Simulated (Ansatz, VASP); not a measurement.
Two plane-wave programs on Hg

```
CELL_PARAMETERS angstrom
3.45822 0.00000 0.00000
0.00000 5.57149 0.00000
-1.72222 0.00000 3.06392
ATOMIC_POSITIONS crystal
Hg 0.34844 0.75000 0.19577
Hg 0.65156 0.25000 0.80423
```

Alike in both runs: task single point; functional PBE; k mesh 9 × 5 × 9; occupations fermi-dirac, width 0.05 eV; no spin polarisation.

|  | VASP | Ansatz |
| --- | --- | --- |
| version | VASP 6.6.1 | Ansatz 0.2.0 |
| potentials or method | VASP PAW PBE potentials, release 64 (Hg) | Ansatz PAW |
| plane-wave cutoff (eV) | 520 | 420 |
| valence electrons in the cell | 24 | 40 |

|  | VASP | Ansatz | Ansatz less VASP |
| --- | --- | --- | --- |
| gap on the k mesh at the Fermi level (eV) | none | none | - |
| pressure (GPa) | 0.6 | 0.5 | -0.07 |
| rms of the force components (eV/Å) | 0.009 | 0.008 | -0.0009 |

Atom by atom the forces differ by 0.001 eV/Å (rms over components). A gap of «none» marks a metal or a gap that the smearing closes. The functional is the same, so the differences come from potentials, cutoffs and numerics. VASP's potentials hold 24 valence electrons a cell and Ansatz's 40, so a difference there can come from the potentials and not from the codes.

Neither program's run includes spin-orbit coupling.
